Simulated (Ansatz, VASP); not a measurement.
# BP: VASP beside Ansatz

```xyz
2
Lattice="3.2089 0.0000 0.0000 1.6044 2.7789 0.0000 1.6044 0.9263 2.6200" Properties=species:S:1:pos:R:3 pbc="T T T"
B     0.0000    0.0000    0.0000
P     1.6044    0.9263    0.6550
```

Alike in both runs: task relaxation of cell and atoms; functional r2SCAN; k mesh 8 × 8 × 8; no spin polarisation.

```csv
,VASP,Ansatz
version,VASP 6.6.1,Ansatz 0.2.0
potentials or method,"VASP PAW PBE potentials, release 64 (B, P), cutoff 600 eV","plane waves, PAW"
occupations,"gaussian, width 0.01 eV",fixed
valence electrons in the cell,8,8
```

VASP gave:

* relaxed volume (Å³/atom): 11.64
* relaxed cell length with the largest relative difference (Å): 3.205

**Question.** Estimate Ansatz's values.

**Answer.** Relaxed volume (Å³/atom): 11.67; relaxed cell length with the largest relative difference (Å): 3.208.

VASP's potentials were made for PBE, not for r2SCAN. Ansatz's warnings: stress scf threshold loose.
